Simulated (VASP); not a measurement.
# LiF in VASP: notebook

LiF is run at these levels: PBE; tasks: single point.

Everything below comes from runs of VASP 6.6.1. Logs are shortened: lines on timing, memory, paths and dates and some standing lists are left out, and cuts for length are marked.

### Step 1. The cell of the first run

The structure is tetragonal, space group I-4m2 (No. 119). The conventional cell has a = 3.033 Å, b = 3.033 Å, c = 4.276 Å, α = 90.00°, β = 90.00°, γ = 90.00°. Within 2.5 Å of Li (site symmetry -4m2) lie 4 F at 1.86 Å. F (site symmetry -4m2) has 4 Li at 1.86 Å within 2.5 Å.

### Step 2. Single point, PBE (uniaxial z strain -0.3%)

Contents of INCAR:

```
SYSTEM = LiF
ALGO = Normal
EDIFF = 1E-7
ENCUT = 520
GGA = PE
ISIF = 2
ISMEAR = -1
LASPH = .TRUE.
LCHARG = .FALSE.
LREAL = .FALSE.
LWAVE = .FALSE.
NBANDS = 12
NELM = 80
PREC = Accurate
SIGMA = 0.02
```

Contents of KPOINTS:

```
k-points
0
G
  10 10 10
  0 0 0
```

Contents of POSCAR:

```
LiF
1.0
    0.0000000000      2.1446105480      2.1379622553
    2.1446105480      0.0000000000      2.1379622553
    2.1446105480      2.1446105480      0.0000000000
Li F
1 1
Direct
    0.0000000000      0.0000000000      0.0000000000
    0.2500000000      0.2500000000      0.2500000000
```

Potentials or basis: VASP PAW PBE potentials, release 64 (Li_sv, F).

Started as:

```console
> cat potpaw_PBE.64/Li_sv/POTCAR potpaw_PBE.64/F/POTCAR > POTCAR
> mpirun -np 1 vasp_std > vasp.out
```

OUTCAR:

```text
SYSTEM = LiF
   EDIFF = 1E-7
   ENCUT = 520
   GGA = PE
   ISIF = 2
   ISMEAR = -1
   LASPH = .TRUE.
   LREAL = .FALSE.
   NELM = 80
   PREC = Accurate

 ion  position               nearest neighbor table
   1  0.000  0.000  0.000-   2 1.86   2 1.86   2 1.86   2 1.86
   2  0.250  0.250  0.250-   1 1.86   1 1.86   1 1.86   1 1.86

  LATTYP: Found a body centered tetragonal cell.
 ALAT       =     3.0329373230
 C/A-ratio  =     1.4098295003

  Lattice vectors:

 A1 = (   0.0000000000,  -2.1446105480,  -2.1379622553)
 A2 = (   0.0000000000,   2.1446105480,  -2.1379622553)
 A3 = (   2.1446105480,   0.0000000000,   2.1379622553)

Analysis of symmetry for initial positions (statically):
=====================================================================
 Subroutine PRICEL returns:
 Original cell was already a primitive cell.

 Routine SETGRP: Setting up the symmetry group for a
 body centered tetragonal supercell.

 Subroutine GETGRP returns: Found  8 space group operations
 (whereof  8 operations were pure point group operations)
 out of a pool of 16 trial point group operations.

The static configuration has the point symmetry D_2d.

Analysis of symmetry for dynamics (positions and initial velocities):
=====================================================================
 Subroutine PRICEL returns:
 Original cell was already a primitive cell.

 Routine SETGRP: Setting up the symmetry group for a
 body centered tetragonal supercell.

 Subroutine GETGRP returns: Found  8 space group operations
 (whereof  8 operations were pure point group operations)
 out of a pool of 16 trial point group operations.

The dynamic configuration has the point symmetry D_2d.

 Subroutine INISYM returns: Found  8 space group operations
 (whereof  8 operations are pure point group operations),
 and found     1 'primitive' translations

----------------------------------------------------------------------------------------

                                     Primitive cell

  volume of cell :      19.6665

  direct lattice vectors                    reciprocal lattice vectors
     0.000000000  2.144610548  2.137962255    -0.233142563  0.233142563  0.233867553
     2.144610548  0.000000000  2.137962255     0.233142563 -0.233142563  0.233867553
     2.144610548  2.144610548  0.000000000     0.233142563  0.233142563 -0.233867553

  length of vectors
     3.028239919  3.028239919  3.032937323     0.404233771  0.404233771  0.404233771

  position of ions in fractional coordinates (direct lattice)
     0.000000000  0.000000000  0.000000000
     0.250000000  0.250000000  0.250000000

  ion indices of the primitive-cell ions
   primitive index   ion index
                 1           1
                 2           2

----------------------------------------------------------------------------------------

 KPOINTS: k-points

Automatic generation of k-mesh.
 Grid dimensions read from file:
 generate k-points for:   10   10   10

 Generating k-lattice:

  Cartesian coordinates                     Fractional coordinates (reciprocal lattice)
    -0.023314256  0.023314256  0.023386755     0.100000000  0.000000000  0.000000000
     0.023314256 -0.023314256  0.023386755     0.000000000  0.100000000  0.000000000
     0.023314256  0.023314256 -0.023386755     0.000000000  0.000000000  0.100000000

  Length of vectors
     0.040423377  0.040423377  0.040423377

  Shift w.r.t. Gamma in fractional coordinates (k-lattice)
     0.000000000  0.000000000  0.000000000

 Subroutine IBZKPT returns following result:
 ===========================================

 Found    102 irreducible k-points:

 Following reciprocal coordinates:
            Coordinates               Weight
  0.000000  0.000000  0.000000      1.000000
  0.100000  0.000000  0.000000      8.000000
  0.200000  0.000000  0.000000      8.000000
  0.300000  0.000000  0.000000      8.000000
  0.400000  0.000000  0.000000      8.000000
  0.500000  0.000000  0.000000      4.000000
[... 16 lines left out ...]
  0.300000  0.300000  0.000000      2.000000
  0.400000  0.300000  0.000000      8.000000
 [... further k-points ...]
   k-points           NKPTS =    102   k-points in BZ     NKDIM =    102   number of bands    NBANDS=     12
   number of dos      NEDOS =    301   number of ions     NIONS =      2
   total plane-waves  NPLWV =  13824
   dimension x,y,z NGX =    24 NGY =   24 NGZ =   24
   dimension x,y,z NGXF=    48 NGYF=   48 NGZF=   48
   ions per type =               1   1
   NGX,Y,Z   is equivalent  to a cutoff of  13.18, 13.18, 13.16 a.u.
   NGXF,Y,Z  is equivalent  to a cutoff of  26.35, 26.35, 26.31 a.u.
 SYSTEM =  LiF
   PREC   = accura    normal or accurate (medium, high low for compatibility)
   ISTART =      0    job   : 0-new  1-cont  2-samecut
   ICHARG =      2    charge: 1-file 2-atom 10-const
   ISPIN  =      1    spin polarized calculation?
   LNONCOLLINEAR =      F non collinear calculations
   LSORBIT =      F    spin-orbit coupling
   LASPH  =      T    aspherical Exc in radial PAW
   ENCUT  =  520.0 eV  38.22 Ry    6.18 a.u.   5.63  5.63  5.64*2*pi/ulx,y,z
   NELM   =     80;   NELMIN=  2; NELMDL= -5     # of ELM steps
   EDIFF  = 0.1E-06   stopping-criterion for ELM
   LREAL  =      F    real-space projection
   EDIFFG = 0.1E-05   stopping-criterion for IOM
   NSW    =      0    number of steps for IOM
   IBRION =     -1    ionic relax: 0-MD 1-quasi-New 2-CG
   NFREE  =      0    steps in history (QN), initial steepest desc. (CG)
   ISIF   =      2    stress and relaxation
   ISYM   =      2    0-nonsym 1-usesym 2-fastsym
   POTIM  = 0.5000    time-step for ionic-motion
   TEBEG  =    0.0;   TEEND  =   0.0 temperature during run
   PSTRESS=    0.0 pullay stress
   NELECT =      10.0000    total number of electrons
   NUPDOWN=      -1.0000    fix difference up-down
   EMIN   =  10.00;   EMAX   =-10.00  energy-range for DOS
   EFERMI =   0.00;   METHOD = LEGACY
   ISMEAR =    -1;   SIGMA  =   0.02  broadening in eV -4-tet -1-fermi 0-gaus
   EFERMI_NEDOS =   21; number of points for ismear=-14 and -15
   IALGO  =     38    algorithm
   IMIX   =      4    mixing-type and parameters
     AMIX     =   0.40;   BMIX     =  1.00
     AMIX_MAG =   1.60;   BMIX_MAG =  1.00
  volume/ion in A,a.u.               =       9.83        66.36
  Fermi-wavevector in a.u.,A,eV,Ry     =   1.306670  2.469248 23.230397  1.707386
  Thomas-Fermi vector in A             =   2.437456
   LORBIT       =      0    0 simple, 1 ext, 2 COOP (PROOUT), +10 PAW based schemes
   GGA     = PE    functional components
   LHFCALC =     F    Hartree Fock is set to
   AEXX    =    0.0000 exact exchange contribution
   IVDW    =     0    specifies the selected vdW correction
   LEPSILON=     F    determine dielectric tensor
   LRPA    =     F    only Hartree local field effects (RPA)
 non-spin polarized calculation
  energy-cutoff  :      520.00
  volume of cell :       19.67
 maximum number of plane-waves:       544
   NGX = 11   NGY = 11   NGZ = 11

 number of electron      10.0000000 magnetization

 number of electron       9.9999988 magnetization

 Free energy of the ion-electron system (eV)
  ---------------------------------------------------
  ext. energy  EPLUGINS =         0.00000000
  ---------------------------------------------------
  free energy    TOTEN  =        -9.61632298 eV

  energy without entropy =       -9.61632298  energy(sigma->0) =       -9.61632298

 E-fermi :  -1.9893     XC(G=0):  -8.8791

 val. band max:       -2.5115994819   @ k =   0.0000   0.0000   0.0000
 cond. band min:       5.4200515274   @ k =   0.0000   0.0000   0.0000
 fundamental gap:      7.9316510093
 Fermi energy:        -1.9892997676

 k-point     1 :       0.0000    0.0000    0.0000
  band No.  band energies     occupation
      1     -42.8433      2.00000
      2     -21.8602      2.00000
      3      -2.5168      2.00000
      4      -2.5168      2.00000
      5      -2.5116      2.00000
      6       5.4201      0.00000
      7      17.0040      0.00000
      8      17.0061      0.00000
      9      17.0061      0.00000
     10      25.6513      0.00000
     11      25.6513      0.00000
     12      25.7335      0.00000

 k-point     2 :       0.1000    0.0000    0.0000
  band No.  band energies     occupation
      1     -42.8396      2.00000
      2     -21.8435      2.00000
      3      -2.7383      2.00000
      4      -2.5433      2.00000
      5      -2.5391      2.00000
      6       5.7050      0.00000
      7      16.7753      0.00000
      8      17.0633      0.00000
      9      17.0665      0.00000
     10      24.3946      0.00000
     11      24.4122      0.00000
     12      24.4974      0.00000

 k-point     3 :       0.2000    0.0000    0.0000
  band No.  band energies     occupation
      1     -42.8299      2.00000
      2     -21.7985      2.00000
      3      -3.2829      2.00000
      4      -2.6114      2.00000
      5      -2.6054      2.00000
      6       6.4806      0.00000
      7      15.9494      0.00000
      8      17.1127      0.00000
      9      17.1299      0.00000
     10      23.4429      0.00000
     11      23.4917      0.00000
     12      23.8024      0.00000
[... 286 lines left out ...]
 k-point    23 :       0.3000    0.3000    0.0000
  band No.  band energies     occupation
      1     -42.8094      2.00000
      2     -21.7030      2.00000
      3      -3.5755      2.00000
      4      -3.0590      2.00000
      5      -3.0590      2.00000
      6       7.5124      0.00000
      7      15.4350      0.00000
      8      16.8416      0.00000
      9      16.8416      0.00000
     10      18.2077      0.00000
     11      26.2575      0.00000
     12      29.7856      0.00000

 k-point    24 :       0.4000    0.3000    0.0000
  band No.  band energies     occupation
      1     -42.8017      2.00000
      2     -21.6662      2.00000
      3      -3.8199      2.00000
      4      -3.1568      2.00000
      5      -3.1452      2.00000
      6       8.0222      0.00000
      7      14.1872      0.00000
      8      16.8772      0.00000
      9      16.9855      0.00000
     10      18.7353      0.00000
     11      25.7831      0.00000
     12      29.3266      0.00000

 [... further k-points ...]
[... 5 lines left out ...]
  --------------------------------------------------------------------------------------
  -------------------------------------------------------------------------------------
  Total        0.3711147      0.3711147      0.3772134      0.0000000      0.0000000      0.0000000
  in kB       30.2337405     30.2337405     30.7305782      0.0000000      0.0000000      0.0000000
  external PRESSURE =      30.3993531 kB  Pullay stress =       0.0000000 kB

 VOLUME and BASIS-vectors are now :
 -----------------------------------------------------------------------------
  energy-cutoff  :      520.00
  volume of cell :       19.67
      direct lattice vectors                 reciprocal lattice vectors
     0.000000000  2.144610548  2.137962255    -0.233142563  0.233142563  0.233867553
     2.144610548  0.000000000  2.137962255     0.233142563 -0.233142563  0.233867553
     2.144610548  2.144610548  0.000000000     0.233142563  0.233142563 -0.233867553

 POSITION                                       TOTAL-FORCE (eV/Angst)
 -----------------------------------------------------------------------------------
      0.00000      0.00000      0.00000         0.000000      0.000000      0.000000
      1.07231      1.07231      1.06898        -0.000000     -0.000000     -0.000000
 -----------------------------------------------------------------------------------
    total drift:                               -0.000000     -0.000000     -0.000000

  FREE ENERGIE OF THE ION-ELECTRON SYSTEM (eV)
  ---------------------------------------------------
  free  energy   TOTEN  =        -9.6163229761 eV

  energy  without entropy=       -9.6163229761  energy(sigma->0) =       -9.61632298
```

It took 18 s on 1 thread of AMD EPYC 7R43 (Zen 3), shared host; peak memory 0.11 GiB.

Results:

- Free energy: -9.6163 eV
- Band gap on the k mesh: 7.93 eV, direct

Levels at points of the mesh, in eV from the valence-band top:
| k point | band 2 | band 3 | band 4 | band 5 | band 6 | band 7 | band 8 | band 9 |
| --- | --- | --- | --- | --- | --- | --- | --- | --- |
| (0.00, 0.00, 0.00) | -19.35 | -0.01 | -0.01 | 0.00 | 7.93 | 19.52 | 19.52 | 19.52 |
| (0.50, 0.00, 0.00) | -19.16 | -2.01 | -0.27 | -0.26 | 11.98 | 15.00 | 19.13 | 19.18 |
| (0.50, 0.50, 0.00) | -19.11 | -1.41 | -0.82 | -0.82 | 10.61 | 16.02 | 19.54 | 19.54 |
| (0.50, 0.00, 0.50) | -19.11 | -1.42 | -0.81 | -0.81 | 10.61 | 15.99 | 19.55 | 19.59 |

Caveat: the cell differs from its parent crystal (uniaxial z strain -0.3%); the cutoff is under 1.25 times the usual one of these potentials, so pressure, stress and relaxed cells hold a basis-set (Pulay) error. A k mesh can miss the band edges.

### Step 3. Single point, PBE (biaxial xy strain +3.4%)

Contents of INCAR:

```
PREC = Accurate ; ENCUT = 520
EDIFF = 1E-6 ; ISMEAR = -1
SIGMA = 0.02 ; LREAL = F
LASPH = T ; NELM = 60
ALGO = Normal ; ISIF = 2
LWAVE = F ; LCHARG = T
GGA = PE ; LELF = T
LVHAR = T ; NBANDS = 12
```

Contents of KPOINTS:

```
Automatic mesh
0
Gamma
  10 10 10
```

Contents of POSCAR:

```
LiF
1.0
    0.0000000000      2.2164550013      2.1446105480
    2.2164550013      0.0000000000      2.1446105480
    2.2164550013      2.2164550013      0.0000000000
Li F
1 1
Direct
    0.0000000000      0.0000000000      0.0000000000
    0.2500000000      0.2500000000      0.2500000000
```

Potentials or basis: VASP PAW PBE potentials, release 64 (Li_sv, F).

Started as:

```console
> cat potpaw_PBE.64/Li_sv/POTCAR potpaw_PBE.64/F/POTCAR > POTCAR
> mpirun -np 1 vasp_std > vasp.out
```

Run time: 18 s. Hardware: 1 thread of AMD EPYC 7R43 (Zen 3), shared host; peak memory 0.11 GiB.

The run converged. Its results:

```
Free energy            : -9.6275 eV
Band gap on the k mesh : 7.53 eV, direct
```

Levels at points of the mesh, in eV from the valence-band top:
```tsv
k point	band 3	band 4	band 5	band 6	band 7	band 8
(0.00, 0.00, 0.00)	-0.05	-0.05	0.00	7.53	18.88	18.91
(0.50, 0.00, 0.00)	-1.86	-0.32	-0.22	11.51	14.33	18.31
(0.50, 0.50, 0.00)	-1.29	-0.83	-0.83	10.40	15.62	18.56
(0.50, 0.00, 0.50)	-1.35	-0.74	-0.71	10.34	15.36	18.65
```

Caveat: the cell differs from its parent crystal (biaxial xy strain +3.4%); the cutoff is under 1.25 times the usual one of these potentials, so pressure, stress and relaxed cells hold a basis-set (Pulay) error. A k mesh can miss the band edges.

### Step 4. Single point, PBE (epitaxial 111 strain -1.1%)

Contents of INCAR:

```
  PREC = Accurate
  ENCUT = 520
  EDIFF = 1E-6
  ISMEAR = -1
  SIGMA = 0.02
  LREAL = F
  LASPH = T
  NELM = 80
  ALGO = Normal
  ISIF = 2
  LWAVE = F
  LCHARG = T
  GGA = PE
  LELF = T
  LVHAR = T
  NBANDS = 12
```

Contents of KPOINTS:

```
regular mesh
0
Gamma
  10 10 10
```

Contents of POSCAR:

```
LiF
1.0
    0.0273371784      2.1477136272      2.1477136272
    2.1477136272      0.0273371784      2.1477136272
    2.1477136272      2.1477136272      0.0273371784
Li F
1 1
Direct
    0.0012742171      0.0012742171      0.0012742171
    0.2487257829      0.2487257829      0.2487257829
```

Started as:

```console
> cat potpaw_PBE.64/Li_sv/POTCAR potpaw_PBE.64/F/POTCAR > POTCAR
> mpirun -np 1 vasp_std > vasp.out
```

It took 21 s on 1 thread of AMD EPYC 7R43 (Zen 3), shared host; peak memory 0.11 GiB.

Results (log left out):

| Item | Value |
| --- | --- |
| Free energy | -9.6097 eV |
| Band gap on the k mesh | 7.97 eV, direct |

Levels at points of the mesh, in eV from the valence-band top:
| k point | band 2 | band 3 | band 4 | band 5 | band 6 | band 7 | band 8 | band 9 |
| --- | --- | --- | --- | --- | --- | --- | --- | --- |
| (0.00, 0.00, 0.00) | -19.39 | -0.08 | 0.00 | 0.00 | 7.97 | 19.32 | 19.74 | 19.74 |
| (0.50, 0.00, 0.00) | -19.19 | -2.07 | -0.33 | -0.28 | 12.06 | 15.12 | 19.12 | 19.21 |
| (0.50, 0.50, 0.00) | -19.15 | -1.46 | -0.89 | -0.81 | 10.62 | 16.07 | 19.56 | 19.79 |
| (0.50, 0.50, 0.50) | -19.22 | -2.06 | -0.25 | -0.25 | 11.95 | 15.02 | 19.45 | 19.45 |

Caveat: the cell differs from its parent crystal (epitaxial 111 strain -1.1%); the cutoff is under 1.25 times the usual one of these potentials, so pressure, stress and relaxed cells hold a basis-set (Pulay) error. A k mesh can miss the band edges.

### Step 5. Overview

| cell | gap on the mesh (eV) |
| --- | --- |
| a = 3.028, b = 3.028, c = 3.033 Å, angles 59.9, 59.9, 60.1°, 2 atoms | 7.93 |
| a = 3.084, b = 3.084, c = 3.135 Å, angles 59.5, 59.5, 61.1°, 2 atoms | 7.53 |
| a = 3.037 Å, angles 59.2°, 2 atoms | 7.97 |

Alike in all rows: task single point; level PBE; potentials or basis VASP PAW PBE potentials, release 64 (Li_sv, F); no spin polarisation; k mesh 10 × 10 × 10; cutoff (eV) 520; smearing fermi-dirac 0.02 eV.

Caveats: the cutoff is under 1.25 times the usual one of these potentials, so pressure, stress and relaxed cells hold a basis-set (Pulay) error.

Total energies depend on the potentials used, so only differences within one code and one set of settings carry meaning.
